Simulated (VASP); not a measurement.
# Rh (Fm-3m) in VASP: single point with LDA

Aim: the single point of Rh with LDA.

Everything below comes from runs of VASP 6.6.1. Logs are shortened: lines on timing, memory, paths and dates and some standing lists are left out, and cuts for length are marked.

## (1) The cell of the first run

It takes space group Fm-3m (No. 225, cubic). The conventional cell has a = 3.732 Å, b = 3.732 Å, c = 3.732 Å, α = 90.00°, β = 90.00°, γ = 90.00°. Rh (site symmetry m-3m) has 12 Rh at 2.64 Å within 3.5 Å.

## (2) Single point, LDA (13.00 Å³/atom)

Input file INCAR:

```
SYSTEM = Rh
PREC = Accurate ; ENCUT = 620
EDIFF = 1E-6 ; ISMEAR = -1
SIGMA = 0.15 ; LREAL = .FALSE.
LASPH = .TRUE. ; NELM = 120
ALGO = Normal ; ISIF = 2
LWAVE = .FALSE. ; LCHARG = .TRUE.
GGA = CA ; LELF = .TRUE.
LVHAR = .TRUE. ; NBANDS = 14
GGA_COMPAT = .FALSE.
```

Input file KPOINTS:

```
regular mesh
0
G
  20 20 20
  0 0 0
```

Input file POSCAR:

```
Rh
1.0
    0.0000000000      1.8661252106      1.8661252106
    1.8661252106      0.0000000000      1.8661252106
    1.8661252106      1.8661252106      0.0000000000
Rh
1
Direct
    0.0000000000      0.0000000000      0.0000000000
```

Potentials or basis: VASP PAW LDA potentials, release 64 (Rh_sv_GW).

Launch:

```
cat potpaw_LDA.64/Rh_sv_GW/POTCAR > POTCAR
mpirun -np 1 vasp_std > vasp.out
```

OUTCAR:

```text
SYSTEM = Rh
   PREC = Accurate
   ENCUT = 620
   EDIFF = 1E-6
   ISMEAR = -1
   LREAL = .FALSE.
   LASPH = .TRUE.
   NELM = 120
   ISIF = 2
   GGA = CA

 ion  position               nearest neighbor table
   1  0.000  0.000  0.000-

  LATTYP: Found a face centered cubic cell.
 ALAT       =     3.7322504212

  Lattice vectors:

 A1 = (   0.0000000000,   1.8661252106,   1.8661252106)
 A2 = (   1.8661252106,   0.0000000000,   1.8661252106)
 A3 = (   1.8661252106,   1.8661252106,   0.0000000000)

Analysis of symmetry for initial positions (statically):
=====================================================================
 Subroutine PRICEL returns:
 Original cell was already a primitive cell.

 Routine SETGRP: Setting up the symmetry group for a
 face centered cubic supercell.

 Subroutine GETGRP returns: Found 48 space group operations
 (whereof 48 operations were pure point group operations)
 out of a pool of 48 trial point group operations.

The static configuration has the point symmetry O_h .

Analysis of symmetry for dynamics (positions and initial velocities):
=====================================================================
 Subroutine PRICEL returns:
 Original cell was already a primitive cell.

 Routine SETGRP: Setting up the symmetry group for a
 face centered cubic supercell.

 Subroutine GETGRP returns: Found 48 space group operations
 (whereof 48 operations were pure point group operations)
 out of a pool of 48 trial point group operations.

The dynamic configuration has the point symmetry O_h .

 Subroutine INISYM returns: Found 48 space group operations
 (whereof 48 operations are pure point group operations),
 and found     1 'primitive' translations

----------------------------------------------------------------------------------------

                                     Primitive cell

  volume of cell :      12.9973

  direct lattice vectors                    reciprocal lattice vectors
     0.000000000  1.866125211  1.866125211    -0.267934862  0.267934862  0.267934862
     1.866125211  0.000000000  1.866125211     0.267934862 -0.267934862  0.267934862
     1.866125211  1.866125211  0.000000000     0.267934862  0.267934862 -0.267934862

  length of vectors
     2.639099582  2.639099582  2.639099582     0.464076793  0.464076793  0.464076793

  position of ions in fractional coordinates (direct lattice)
     0.000000000  0.000000000  0.000000000

  ion indices of the primitive-cell ions
   primitive index   ion index
                 1           1

----------------------------------------------------------------------------------------

 KPOINTS: regular mesh

Automatic generation of k-mesh.
 Grid dimensions read from file:
 generate k-points for:   20   20   20

 Generating k-lattice:

  Cartesian coordinates                     Fractional coordinates (reciprocal lattice)
    -0.013396743  0.013396743  0.013396743     0.050000000  0.000000000  0.000000000
     0.013396743 -0.013396743  0.013396743     0.000000000  0.050000000  0.000000000
     0.013396743  0.013396743 -0.013396743     0.000000000  0.000000000  0.050000000

  Length of vectors
     0.023203840  0.023203840  0.023203840

  Shift w.r.t. Gamma in fractional coordinates (k-lattice)
     0.000000000  0.000000000  0.000000000

 Subroutine IBZKPT returns following result:
 ===========================================

 Found    256 irreducible k-points:

 Following reciprocal coordinates:
            Coordinates               Weight
  0.000000  0.000000  0.000000      1.000000
  0.050000  0.000000  0.000000      8.000000
  0.100000  0.000000  0.000000      8.000000
  0.150000  0.000000  0.000000      8.000000
  0.200000  0.000000  0.000000      8.000000
  0.250000  0.000000  0.000000      8.000000
[... 16 lines left out ...]
 -0.400000  0.050000  0.000000     24.000000
 -0.350000  0.050000  0.000000     24.000000
 [... further k-points ...]
   k-points           NKPTS =    256   k-points in BZ     NKDIM =    256   number of bands    NBANDS=     14
   number of dos      NEDOS =    301   number of ions     NIONS =      1
   total plane-waves  NPLWV =  13824
   dimension x,y,z NGX =    24 NGY =   24 NGZ =   24
   dimension x,y,z NGXF=    48 NGYF=   48 NGZF=   48
   ions per type =               1
   NGX,Y,Z   is equivalent  to a cutoff of  15.12, 15.12, 15.12 a.u.
   NGXF,Y,Z  is equivalent  to a cutoff of  30.24, 30.24, 30.24 a.u.
 SYSTEM =  Rh
   PREC   = accura    normal or accurate (medium, high low for compatibility)
   ISTART =      0    job   : 0-new  1-cont  2-samecut
   ICHARG =      2    charge: 1-file 2-atom 10-const
   ISPIN  =      1    spin polarized calculation?
   LNONCOLLINEAR =      F non collinear calculations
   LSORBIT =      F    spin-orbit coupling
   LASPH  =      T    aspherical Exc in radial PAW
   ENCUT  =  620.0 eV  45.57 Ry    6.75 a.u.   5.36  5.36  5.36*2*pi/ulx,y,z
   NELM   =    120;   NELMIN=  2; NELMDL= -5     # of ELM steps
   EDIFF  = 0.1E-05   stopping-criterion for ELM
   LREAL  =      F    real-space projection
   EDIFFG = 0.1E-04   stopping-criterion for IOM
   NSW    =      0    number of steps for IOM
   IBRION =     -1    ionic relax: 0-MD 1-quasi-New 2-CG
   NFREE  =      0    steps in history (QN), initial steepest desc. (CG)
   ISIF   =      2    stress and relaxation
   ISYM   =      2    0-nonsym 1-usesym 2-fastsym
   POTIM  = 0.5000    time-step for ionic-motion
   TEBEG  =    0.0;   TEEND  =   0.0 temperature during run
   PSTRESS=    0.0 pullay stress
   NELECT =      17.0000    total number of electrons
   NUPDOWN=      -1.0000    fix difference up-down
   EMIN   =  10.00;   EMAX   =-10.00  energy-range for DOS
   EFERMI =   0.00;   METHOD = LEGACY
   ISMEAR =    -1;   SIGMA  =   0.15  broadening in eV -4-tet -1-fermi 0-gaus
   EFERMI_NEDOS =   21; number of points for ismear=-14 and -15
   IALGO  =     38    algorithm
   IMIX   =      4    mixing-type and parameters
     AMIX     =   0.40;   BMIX     =  1.00
     AMIX_MAG =   1.60;   BMIX_MAG =  1.00
  volume/ion in A,a.u.               =      13.00        87.71
  Fermi-wavevector in a.u.,A,eV,Ry     =   1.790360  3.383290 43.611963  3.205389
  Thomas-Fermi vector in A             =   2.853147
   LORBIT       =      0    0 simple, 1 ext, 2 COOP (PROOUT), +10 PAW based schemes
   GGA     = CA    functional components
   LHFCALC =     F    Hartree Fock is set to
   AEXX    =    0.0000 exact exchange contribution
   IVDW    =     0    specifies the selected vdW correction
   LEPSILON=     F    determine dielectric tensor
   LRPA    =     F    only Hartree local field effects (RPA)
 non-spin polarized calculation
  energy-cutoff  :      620.00
  volume of cell :       13.00
 maximum number of plane-waves:       471
 NGX is ok and might be reduce to    24
   NGX = 11   NGY = 11   NGZ = 11

 number of electron      17.0000002 magnetization

 Free energy of the ion-electron system (eV)
  ---------------------------------------------------
  ext. energy  EPLUGINS =         0.00000000
  ---------------------------------------------------
  free energy    TOTEN  =        -7.86663344 eV

  energy without entropy =       -7.77513485  energy(sigma->0) =       -7.82088414

 E-fermi :  11.5822     XC(G=0): -14.7865

 val. band max:       11.5676507056   @ k =   0.3500   0.1000   0.0000
 cond. band min:      11.5868719075   @ k =  -0.3000   0.2500   0.1000
 fundamental gap:      0.0192212019
 Fermi energy:        11.5822227972

 k-point     1 :       0.0000    0.0000    0.0000
  band No.  band energies     occupation
      1     -67.0317      2.00000
      2     -34.6455      2.00000
      3     -34.6455      2.00000
      4     -34.6455      2.00000
      5       3.1517      2.00000
      6       8.2061      2.00000
      7       8.2061      2.00000
      8       8.2061      2.00000
      9      10.5262      1.99825
     10      10.5262      1.99825
     11      27.2722      0.00000
     12      32.8651      0.00000
     13      32.8651      0.00000
     14      32.8651      0.00000

 k-point     2 :       0.0500    0.0000    0.0000
  band No.  band energies     occupation
      1     -67.0281      2.00000
      2     -34.6685      2.00000
      3     -34.6486      2.00000
      4     -34.6486      2.00000
      5       3.2586      2.00000
      6       8.1557      2.00000
      7       8.2495      2.00000
      8       8.2495      2.00000
      9      10.5002      1.99853
     10      10.5002      1.99853
     11      27.4362      0.00000
     12      32.3390      0.00000
     13      33.0273      0.00000
     14      33.0273      0.00000

 k-point     3 :       0.1000    0.0000    0.0000
  band No.  band energies     occupation
      1     -67.0177      2.00000
      2     -34.7351      2.00000
      3     -34.6575      2.00000
      4     -34.6575      2.00000
      5       3.5671      2.00000
      6       8.0252      2.00000
      7       8.3668      2.00000
      8       8.3668      2.00000
      9      10.4394      1.99902
     10      10.4394      1.99902
     11      27.8907      0.00000
     12      31.1565      0.00000
     13      33.5027      0.00000
     14      33.5027      0.00000

 k-point     4 :       0.1500    0.0000    0.0000
  band No.  band energies     occupation
      1     -67.0015      2.00000
      2     -34.8381      2.00000
      3     -34.6713      2.00000
      4     -34.6713      2.00000
      5       4.0348      2.00000
      6       7.8790      2.00000
      7       8.5135      2.00000
      8       8.5135      2.00000
      9      10.3974      1.99926
     10      10.3974      1.99926
     11      28.5109      0.00000
     12      29.7773      0.00000
     13      34.2581      0.00000
     14      34.2581      0.00000

 k-point     5 :       0.2000    0.0000    0.0000
  band No.  band energies     occupation
      1     -66.9809      2.00000
      2     -34.9666      2.00000
      3     -34.6887      2.00000
      4     -34.6887      2.00000
      5       4.5643      2.00000
      6       7.8380      2.00000
      7       8.6130      2.00000
      8       8.6130      2.00000
      9      10.4596      1.99888
     10      10.4596      1.99888
     11      28.3682      0.00000
[... 276 lines left out ...]
 k-point    22 :      -0.4500    0.0500    0.0000
  band No.  band energies     occupation
      1     -66.8836      2.00000
      2     -35.5357      2.00000
      3     -34.7866      2.00000
      4     -34.7696      2.00000
      5       5.0304      2.00000
      6       8.0700      2.00000
      7       8.2017      2.00000
      8      11.1721      1.87800
      9      12.1196      0.05412
     10      13.2154      0.00004
     11      20.9857      0.00000
     12      27.0583      0.00000
     13      32.6052      0.00000
     14      33.1224      0.00000

 k-point    23 :      -0.4000    0.0500    0.0000
  band No.  band energies     occupation
      1     -66.8919      2.00000
      2     -35.4874      2.00000
      3     -34.7833      2.00000
      4     -34.7589      2.00000
      5       5.0930      2.00000
      6       8.1500      2.00000
      7       8.2592      2.00000
      8      10.6781      1.99519
      9      11.8134      0.35277
     10      12.7542      0.00081
     11      22.0077      0.00000
     12      27.3481      0.00000
     13      32.9059      0.00000
     14      33.9044      0.00000

 k-point    24 :      -0.3500    0.0500    0.0000
  band No.  band energies     occupation
      1     -66.9064      2.00000
      2     -35.4021      2.00000
      3     -34.7738      2.00000
      4     -34.7436      2.00000
      5       5.1840      2.00000
      6       8.2749      2.00000
      7       8.3678      2.00000
      8       9.8218      1.99998
      9      11.3885      1.56873
     10      12.2076      0.03046
     11      23.4654      0.00000
     12      27.8725      0.00000
     13      33.5902      0.00000
     14      35.0959      0.00000

 [... further k-points ...]
[... 5 lines left out ...]
  --------------------------------------------------------------------------------------
  -------------------------------------------------------------------------------------
  Total        0.5806062      0.5806062      0.5806062      0.0000000      0.0000000      0.0000000
  in kB       71.5714622     71.5714622     71.5714622      0.0000000      0.0000000      0.0000000
  external PRESSURE =      71.5714622 kB  Pullay stress =       0.0000000 kB

 VOLUME and BASIS-vectors are now :
 -----------------------------------------------------------------------------
  energy-cutoff  :      620.00
  volume of cell :       13.00
      direct lattice vectors                 reciprocal lattice vectors
     0.000000000  1.866125211  1.866125211    -0.267934862  0.267934862  0.267934862
     1.866125211  0.000000000  1.866125211     0.267934862 -0.267934862  0.267934862
     1.866125211  1.866125211  0.000000000     0.267934862  0.267934862 -0.267934862

 POSITION                                       TOTAL-FORCE (eV/Angst)
 -----------------------------------------------------------------------------------
      0.00000      0.00000      0.00000         0.000000      0.000000     -0.000000
 -----------------------------------------------------------------------------------
    total drift:                                0.000000      0.000000     -0.000000

  FREE ENERGIE OF THE ION-ELECTRON SYSTEM (eV)
  ---------------------------------------------------
  free  energy   TOTEN  =        -7.8666334361 eV

  energy  without entropy=       -7.7751348525  energy(sigma->0) =       -7.82088414
```

It took 34 s on 1 thread of AMD EPYC 9R45 (Zen 5), shared host; peak memory 0.17 GiB.

What came out:

```
Free energy            : -7.8666 eV
Pressure               : 7.2 GPa
Band gap on the k mesh : zero (an odd number of electrons rules out a gap without spin polarisation)
```

Levels at points of the mesh, in eV from the Fermi level:
| k point | band 4 | band 5 | band 6 | band 7 | band 8 | band 9 | band 10 | band 11 | band 12 | band 13 |
| --- | --- | --- | --- | --- | --- | --- | --- | --- | --- | --- |
| (0.00, 0.00, 0.00) | -46.23 | -8.43 | -3.38 | -3.38 | -3.38 | -1.06 | -1.06 | 15.69 | 21.28 | 21.28 |
| (0.50, 0.00, 0.00) | -46.35 | -6.64 | -3.46 | -3.46 | 0.65 | 0.66 | 0.66 | 9.20 | 15.27 | 21.35 |
| (0.50, 0.50, 0.00) | -46.56 | -6.89 | -6.51 | 0.64 | 1.12 | 1.12 | 3.29 | 12.99 | 13.49 | 13.49 |

Caveat: the cell stands under pressure.
